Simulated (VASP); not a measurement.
# PtS2 in VASP: notebook

Runs on PtS2. Level: PBE+D3(BJ). Tasks: single point.

All numbers are computed with VASP 6.6.1; they aren't measurements. Logs are shortened: lines on timing, memory, paths and dates and some standing lists are left out, and cuts for length are marked.

## 1. The cell of the first run

The cell holds a slab with vacuum, 6 atoms: a = 3.542 Å, b = 3.542 Å, c = 22.467 Å, α = 90.00°, β = 90.00°, γ = 120.00°.

## 2. Single point, PBE+D3(BJ)

Input file INCAR:

```
SYSTEM = PtS2
PREC     = Accurate       ! precision mode
ENCUT    = 400            ! plane-wave cutoff, eV
EDIFF    = 1E-6           ! SCF threshold, eV
ISMEAR   = 0              ! smearing method
SIGMA    = 0.05           ! smearing width, eV
LREAL    = .False.        ! projectors in reciprocal space
LASPH    = .True.         ! aspherical terms in the spheres
NELM     = 120            ! most SCF steps
ALGO     = Normal         ! electronic algorithm
ISIF     = 2              ! what is computed and relaxed
LWAVE    = .False.        ! write WAVECAR
LCHARG   = .False.        ! write CHGCAR
LDIPOL   = .True.       
IDIPOL   = 3            
DIPOL    = 0.5 0.5 0.389
GGA      = PE             ! functional
IVDW     = 12             ! dispersion correction
NBANDS   = 31             ! bands
GGA_COMPAT= .False.      
NELMDL   = -8
```

Input file KPOINTS:

```
regular mesh
0
Gamma
  9 9 1
  0 0 0
```

Input file POSCAR:

```
PtS2
1.0
    3.5415277692      0.0000000000      0.0000000000
   -1.7707638846      3.0670530163      0.0000000000
    0.0000000000      0.0000000000     22.4670602589
S Pt
4 2
Direct
    0.6666666667      0.3333333333      0.2002932270
    0.3333333333      0.6666666667      0.3107003403
    0.3333333333      0.6666666667      0.4663578873
    0.0000000000      1.0000000000      0.5767660831
    0.0000000000      0.0000000000      0.2555740805
   -0.3333333333      0.3333333333      0.5214846538
```

Potentials or basis: VASP PAW PBE potentials, release 64 (S, Pt).

Started as:

```
> cat potpaw_PBE.64/S/POTCAR potpaw_PBE.64/Pt/POTCAR > POTCAR
> mpirun -np 1 vasp_std > vasp.out
```

OUTCAR:

```text
SYSTEM = PtS2
   PREC = Accurate
   ENCUT = 400
   EDIFF = 1E-6
   ISMEAR = 0
   LREAL = .False.
   LASPH = .True.
   NELM = 120
   ISIF = 2
   GGA = PE
   IVDW = 12
   NELMDL = -8
 IVDW          = 12

 ion  position               nearest neighbor table
   1  0.667  0.333  0.200-   5 2.39   5 2.39   5 2.39
   2  0.333  0.667  0.311-   5 2.39   5 2.39   5 2.39
   3  0.333  0.667  0.466-   6 2.39   6 2.39   6 2.39
   4  0.000  0.000  0.577-   6 2.39   6 2.39   6 2.39
   5  0.000  0.000  0.256-   2 2.39   2 2.39   2 2.39   1 2.39   1 2.39   1 2.39
   6  0.667  0.333  0.521-   3 2.39   3 2.39   3 2.39   4 2.39   4 2.39   4 2.39

  LATTYP: Found a hexagonal cell.
 ALAT       =     3.5415277692
 C/A-ratio  =     6.3438893390

  Lattice vectors:

 A1 = (   3.5415277692,   0.0000000000,   0.0000000000)
 A2 = (  -1.7707638846,   3.0670530163,   0.0000000000)
 A3 = (   0.0000000000,   0.0000000000,  22.4670602589)

Analysis of symmetry for initial positions (statically):
=====================================================================
 Subroutine PRICEL returns:
 Original cell was already a primitive cell.

 Routine SETGRP: Setting up the symmetry group for a
 hexagonal supercell.

 Subroutine GETGRP returns: Found 12 space group operations
 (whereof  6 operations were pure point group operations)
 out of a pool of 24 trial point group operations.

The static configuration has the point symmetry C_3v.
 The point group associated with its full space group is D_3d.

Analysis of symmetry for dynamics (positions and initial velocities):
=====================================================================
 Subroutine PRICEL returns:
 Original cell was already a primitive cell.

 Routine SETGRP: Setting up the symmetry group for a
 hexagonal supercell.

 Subroutine GETGRP returns: Found 12 space group operations
 (whereof  6 operations were pure point group operations)
 out of a pool of 24 trial point group operations.

The dynamic configuration has the point symmetry C_3v.
 The point group associated with its full space group is D_3d.

 Subroutine INISYM returns: Found 12 space group operations
 (whereof  6 operations are pure point group operations),
 and found     1 'primitive' translations

----------------------------------------------------------------------------------------

                                     Primitive cell

  volume of cell :     244.0384

  direct lattice vectors                    reciprocal lattice vectors
     3.541527769  0.000000000  0.000000000     0.282364015  0.163022940  0.000000000
    -1.770763885  3.067053016  0.000000000     0.000000000  0.326045880  0.000000000
     0.000000000  0.000000000 22.467060259     0.000000000  0.000000000  0.044509606

  length of vectors
     3.541527769  3.541527769 22.467060259     0.326045880  0.326045880  0.044509606

  position of ions in fractional coordinates (direct lattice)
     0.666666667  0.333333333  0.200293227
     0.333333333  0.666666667  0.310700340
     0.333333333  0.666666667  0.466357887
     0.000000000  0.000000000  0.576766083
     0.000000000  0.000000000  0.255574080
     0.666666667  0.333333333  0.521484654

  ion indices of the primitive-cell ions
   primitive index   ion index
                 1           1
                 2           2
                 3           3
                 4           4
                 5           5
                 6           6

----------------------------------------------------------------------------------------

 KPOINTS: regular mesh

Automatic generation of k-mesh.
 Grid dimensions read from file:
 generate k-points for:    9    9    1

 Generating k-lattice:

  Cartesian coordinates                     Fractional coordinates (reciprocal lattice)
     0.031373779  0.018113660  0.000000000     0.111111111  0.000000000  0.000000000
     0.000000000  0.036227320  0.000000000     0.000000000  0.111111111  0.000000000
     0.000000000  0.000000000  0.044509606     0.000000000  0.000000000  1.000000000

  Length of vectors
     0.036227320  0.036227320  0.044509606

  Shift w.r.t. Gamma in fractional coordinates (k-lattice)
     0.000000000  0.000000000  0.000000000

 Subroutine IBZKPT returns following result:
 ===========================================

 Found     12 irreducible k-points:

 Following reciprocal coordinates:
            Coordinates               Weight
  0.000000  0.000000  0.000000      1.000000
  0.111111 -0.000000  0.000000      6.000000
  0.222222 -0.000000  0.000000      6.000000
  0.333333 -0.000000  0.000000      6.000000
  0.444444 -0.000000  0.000000      6.000000
  0.111111  0.111111  0.000000      6.000000
  0.222222  0.111111  0.000000     12.000000
  0.333333  0.111111  0.000000     12.000000
  0.444444  0.111111  0.000000      6.000000
  0.222222  0.222222  0.000000      6.000000
  0.333333  0.222222  0.000000     12.000000
  0.333333  0.333333  0.000000      2.000000
   k-points           NKPTS =     12   k-points in BZ     NKDIM =     12   number of bands    NBANDS=     31
   number of dos      NEDOS =    301   number of ions     NIONS =      6
   total plane-waves  NPLWV =  86400
   dimension x,y,z NGX =    24 NGY =   24 NGZ =  150
   dimension x,y,z NGXF=    48 NGYF=   48 NGZF=  300
   ions per type =               4   2
   NGX,Y,Z   is equivalent  to a cutoff of  11.27, 11.27, 11.10 a.u.
   NGXF,Y,Z  is equivalent  to a cutoff of  22.53, 22.53, 22.20 a.u.
 SYSTEM =  PtS2
   PREC   = accura    normal or accurate (medium, high low for compatibility)
   ISTART =      0    job   : 0-new  1-cont  2-samecut
   ICHARG =      2    charge: 1-file 2-atom 10-const
   ISPIN  =      1    spin polarized calculation?
   LNONCOLLINEAR =      F non collinear calculations
   LSORBIT =      F    spin-orbit coupling
   LASPH  =      T    aspherical Exc in radial PAW
   ENCUT  =  400.0 eV  29.40 Ry    5.42 a.u.   5.78  5.78 36.64*2*pi/ulx,y,z
   NELM   =    120;   NELMIN=  2; NELMDL= -8     # of ELM steps
   EDIFF  = 0.1E-05   stopping-criterion for ELM
   LREAL  =      F    real-space projection
   EDIFFG = 0.1E-04   stopping-criterion for IOM
   NSW    =      0    number of steps for IOM
   IBRION =     -1    ionic relax: 0-MD 1-quasi-New 2-CG
   NFREE  =      0    steps in history (QN), initial steepest desc. (CG)
   ISIF   =      2    stress and relaxation
   ISYM   =      2    0-nonsym 1-usesym 2-fastsym
   POTIM  = 0.5000    time-step for ionic-motion
   TEBEG  =    0.0;   TEEND  =   0.0 temperature during run
   PSTRESS=    0.0 pullay stress
   NELECT =      44.0000    total number of electrons
   NUPDOWN=      -1.0000    fix difference up-down
   EMIN   =  10.00;   EMAX   =-10.00  energy-range for DOS
   EFERMI =   0.00;   METHOD = LEGACY
   ISMEAR =     0;   SIGMA  =   0.05  broadening in eV -4-tet -1-fermi 0-gaus
   EFERMI_NEDOS =   21; number of points for ismear=-14 and -15
   IALGO  =     38    algorithm
   IMIX   =      4    mixing-type and parameters
     AMIX     =   0.40;   BMIX     =  1.00
     AMIX_MAG =   1.60;   BMIX_MAG =  1.00
  volume/ion in A,a.u.               =      40.67       274.48
  Fermi-wavevector in a.u.,A,eV,Ry     =   0.924854  1.747720 11.637800  0.855354
  Thomas-Fermi vector in A             =   2.050645
   LORBIT       =      0    0 simple, 1 ext, 2 COOP (PROOUT), +10 PAW based schemes
   GGA     = PE    functional components
   LHFCALC =     F    Hartree Fock is set to
   AEXX    =    0.0000 exact exchange contribution
   IVDW    =    12    specifies the selected vdW correction
   LEPSILON=     F    determine dielectric tensor
   LRPA    =     F    only Hartree local field effects (RPA)
 non-spin polarized calculation
 Gauss-broadening in eV      SIGMA  =   0.05
  energy-cutoff  :      400.00
  volume of cell :      244.04
 maximum number of plane-waves:      4458
 NGX is ok and might be reduce to    24
   NGX = 11   NGY = 11   NGZ = 73

 dipolmoment           0.000000      0.000000      0.000017 electrons x Angstroem

 number of electron      43.9999985 magnetization

 dipolmoment           0.000000      0.000000     -0.000019 electrons x Angstroem

 Free energy of the ion-electron system (eV)
  ---------------------------------------------------
  ext. energy  EPLUGINS =         0.00000000
  ---------------------------------------------------
  free energy    TOTEN  =       -30.86460237 eV

  energy without entropy =      -30.86460237  energy(sigma->0) =      -30.86460237

 E-fermi :  -0.2707     XC(G=0):  -5.4746

 val. band max:       -0.5277817393   @ k =   0.1111   0.1111   0.0000
 cond. band min:       0.8457371537   @ k =   0.2222  -0.0000   0.0000
 fundamental gap:      1.3735188930
 Fermi energy:        -0.2707205737

 k-point     1 :       0.0000    0.0000    0.0000
  band No.  band energies     occupation
      1     -14.9164      2.00000
      2     -14.8726      2.00000
      3     -12.7406      2.00000
      4     -12.6363      2.00000
      5      -6.3949      2.00000
      6      -6.3949      2.00000
[... 23 lines left out ...]
     30       5.4638      0.00000
     31       5.4851      0.00000

 k-point     2 :       0.1111   -0.0000    0.0000
  band No.  band energies     occupation
      1     -14.7625      2.00000
      2     -14.7178      2.00000
      3     -12.7693      2.00000
      4     -12.6719      2.00000
      5      -6.4067      2.00000
      6      -6.3690      2.00000
[... 23 lines left out ...]
     30       5.8708      0.00000
     31       6.0952      0.00000

 k-point     3 :       0.2222   -0.0000    0.0000
  band No.  band energies     occupation
      1     -14.3360      2.00000
      2     -14.2890      2.00000
      3     -12.8432      2.00000
      4     -12.7619      2.00000
      5      -6.3623      2.00000
      6      -6.2729      2.00000
[... 295 lines left out ...]
     30       7.6448      0.00000
     31       7.7567      0.00000

 k-point    12 :       0.3333    0.3333    0.0000
  band No.  band energies     occupation
      1     -13.0340      2.00000
      2     -12.9528      2.00000
      3     -12.9523      2.00000
      4     -12.9276      2.00000
      5      -6.2220      2.00000
      6      -6.2214      2.00000
[... 23 lines left out ...]
     30       7.8797      0.00000
     31       7.9832      0.00000

------------------------ aborting loop because EDIFF is reached ----------------------------------------

 vacuum level on the upper side and lower side of the slab       (xc-potential included)        -0.315        -0.315

 Edisp (eV)   -1.88105

 E8    (eV) :    -0.7793

  FORCE on cell =-STRESS in cart. coord.  units (eV):
  Direction    XX          YY          ZZ          XY          YZ          ZX
  --------------------------------------------------------------------------------------
  -------------------------------------------------------------------------------------
  Total      -0.31152    -0.31152    -0.18443    -0.00000    -0.00000    -0.00000
  in kB      -2.04523    -2.04523    -1.21085    -0.00000    -0.00000    -0.00000
  external pressure =       -1.77 kB  Pullay stress =        0.00 kB

 VOLUME and BASIS-vectors are now :
 -----------------------------------------------------------------------------
  energy-cutoff  :      400.00
  volume of cell :      244.04
      direct lattice vectors                 reciprocal lattice vectors
     3.541527769  0.000000000  0.000000000     0.282364015  0.163022940  0.000000000
    -1.770763885  3.067053016  0.000000000     0.000000000  0.326045880  0.000000000
     0.000000000  0.000000000 22.467060259     0.000000000  0.000000000  0.044509606

 POSITION                                       TOTAL-FORCE (eV/Angst)
 -----------------------------------------------------------------------------------
      1.77076      1.02235      4.50000         0.000000     -0.000000      0.039497
     -0.00000      2.04470      6.98052        -0.000000     -0.000000     -0.039390
     -0.00000      2.04470     10.47769         0.000000      0.000000      0.039390
      0.00000      0.00000     12.95824        -0.000000      0.000000     -0.039497
      0.00000      0.00000      5.74200         0.000000     -0.000000     -0.000166
      1.77076      1.02235     11.71623        -0.000000      0.000000      0.000166
 -----------------------------------------------------------------------------------
    total drift:                                0.000000      0.000000     -0.001889

  FREE ENERGIE OF THE ION-ELECTRON SYSTEM (eV)
  ---------------------------------------------------
  free  energy   TOTEN  =       -32.7456495804 eV

  energy  without entropy=      -32.7456495804  energy(sigma->0) =      -32.74564958

 vacuum level on the upper side and lower side of the slab         5.197         5.196
```

It took 51 s on 1 thread of Intel Xeon 6975P-C (Granite Rapids), shared host; peak memory 0.29 GiB.

What came out:

| Property | Result |
| --- | --- |
| Free energy | -32.7456 eV |
| Largest force | 0.039 eV/Å |
| Band gap on the k mesh | 1.37 eV, indirect (least direct gap 1.48 eV) |
| Dispersion energy per atom | -0.314 eV |

Forces in eV/Å, atoms in the order of the input:
```
S    0.000  0.000  0.039
S    0.000  0.000 -0.039
S    0.000  0.000  0.039
S    0.000  0.000 -0.039
Pt   0.000  0.000  0.000
Pt   0.000  0.000  0.000
```

Levels at points of the mesh, in eV from the valence-band top:
| k point | band 19 | band 20 | band 21 | band 22 | band 23 | band 24 | band 25 | band 26 |
| --- | --- | --- | --- | --- | --- | --- | --- | --- |
| (0.00, 0.00, 0.00) | -0.59 | -0.54 | -0.54 | -0.50 | 2.88 | 2.88 | 2.97 | 2.97 |

Caveat: spin-orbit coupling is left out, which moves the levels of the heavy elements.

[end of part 1 of 2]
